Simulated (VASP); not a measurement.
HgTe:

```xyz
2
Lattice="0.0000 3.4520 3.4520 3.4520 0.0000 3.4520 3.4520 3.4520 0.0000" Properties=species:S:1:pos:R:3 pbc="T T T"
Hg    0.0000    0.0000    0.0000
Te    1.7260    1.7260    1.7260
```

This cell differs from its parent crystal: strain +5.0%.

Base run:

```yaml
Program: VASP 6.6.1
Functional: r2SCAN
Potentials_or_basis: VASP PAW PBE potentials, release 64 (Hg, Te)
Cutoff: 520 eV
k_mesh: 6 × 6 × 6
Occupations: fermi-dirac, width 0.02 eV
Spin: no spin polarisation
```

Its results: band gap on the k mesh zero (filled and empty bands touch); pressure -4.0 GPa.

The run is repeated on the same cell with these changes: functional from r2SCAN to PBE. What comes out?

Band gap on the k mesh zero (filled and empty bands touch); pressure -2.8 GPa.

Caveats: semilocal functionals underestimate gaps, and a narrow one can read as zero; spin-orbit coupling is left out, which moves the levels of the heavy elements; the cell stands under tension (at least some runs); the PAW data sets were made with another functional, which shifts forces and pressure a little (at least some runs).
